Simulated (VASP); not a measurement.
The system is Si5As3.

```
CELL_PARAMETERS angstrom
6.64609 0.07638 0.15620
-3.25690 5.70131 -0.12577
0.21282 -0.07500 9.34980
ATOMIC_POSITIONS crystal
Si 0.33176 0.33381 0.54367
Si 0.32936 0.99511 0.45347
Si 0.65700 0.00741 0.55118
Si 0.66569 0.66361 0.46627
Si 0.66547 0.31813 0.11198
Si 0.68770 0.34398 0.87572
Si 0.99537 0.34826 0.46292
Si 0.98481 0.66343 0.52655
Si 0.30043 0.65502 0.85532
Si 0.34290 0.66032 0.13134
As 0.34199 0.34318 0.81425
As 0.30038 0.00286 0.19371
As 0.67058 0.95919 0.79908
As 0.70629 0.71483 0.21740
As 0.01530 0.29874 0.18324
As 0.00497 0.69211 0.81390
```

| Quantity | Value |
| --- | --- |
| Program | VASP 6.6.1 |
| Task | relaxation of cell and atoms |
| Functional | PBE |
| Potentials or basis | VASP PAW PBE potentials, release 64 (Si, As) |
| Cutoff | 600 eV |
| k mesh | 3 × 3 × 2 |
| Occupations | gaussian, width 0.1 eV |
| Spin | no spin polarisation |

At the start: pressure 2.0 GPa; volume 22.27 Å³/atom.

Task: Where does the relaxation end?

Result: Over 24 steps the energy falls by 146.8 meV/atom and the volume is 22.31 Å³/atom (+0.2 %); space group P1 (No. 1, to 0.1 Å) before, P-31m (No. 162, to 0.1 Å).

Step by step:
```csv
step,energy change (eV),largest force (eV/Å),pressure (GPa),volume (Å³)
1,0.0000,3.6454,2.03,356.39
2,-1.7265,1.2236,-2.46,370.94
3,-1.7299,1.2380,-2.33,370.19
4,-2.1176,0.6687,0.42,355.34
5,-2.1176,0.6689,0.44,355.24
6,-2.2416,0.4376,0.26,355.62
7,-2.2623,0.4960,0.20,355.83
8,-2.3110,0.3915,-0.16,357.64
9,-2.3114,0.3584,-0.13,357.48
10,-2.3308,0.1748,-0.02,356.93
11,-2.3333,0.1783,0.04,356.66
12,-2.3401,0.0994,0.01,356.76
13,-2.3405,0.1088,0.00,356.79
14,-2.3436,0.0660,-0.01,356.88
15,-2.3436,0.0621,-0.01,356.88
16,-2.3447,0.0418,0.00,356.83
17,-2.3448,0.0474,0.01,356.82
18,-2.3458,0.0446,0.01,356.85
19,-2.3460,0.0615,0.01,356.87
20,-2.3468,0.0376,-0.01,356.94
21,-2.3472,0.0377,-0.02,357.03
22,-2.3476,0.0291,0.00,356.90
23,-2.3478,0.0340,0.03,356.74
24,-2.3481,0.0228,-0.01,356.94
```

Final structure:
```yaml
crystal:
  lattice:
    - [6.71215, -0.00304, -0.00180]
    - [-3.35748, 5.81561, 0.00103]
    - [0.00304, -0.00140, 9.14646]
  atoms:
    - { symbol: Si, position: [0.33291, 0.33428, 0.54226] }
    - { symbol: Si, position: [0.33274, 0.99961, 0.45753] }
    - { symbol: Si, position: [0.66383, 0.99977, 0.54169] }
    - { symbol: Si, position: [0.66397, 0.66512, 0.45780] }
    - { symbol: Si, position: [0.66701, 0.33324, 0.12936] }
    - { symbol: Si, position: [0.66751, 0.33306, 0.87055] }
    - { symbol: Si, position: [0.99860, 0.33502, 0.45789] }
    - { symbol: Si, position: [0.99839, 0.66547, 0.54273] }
    - { symbol: Si, position: [0.33461, 0.66672, 0.87070] }
    - { symbol: Si, position: [0.33516, 0.66708, 0.12959] }
    - { symbol: As, position: [0.30549, 0.30480, 0.80531] }
    - { symbol: As, position: [0.30505, 0.99947, 0.19434] }
    - { symbol: As, position: [0.69605, 0.00006, 0.80448] }
    - { symbol: As, position: [0.69676, 0.69535, 0.19500] }
    - { symbol: As, position: [0.00091, 0.30585, 0.19500] }
    - { symbol: As, position: [0.00101, 0.69510, 0.80578] }
```
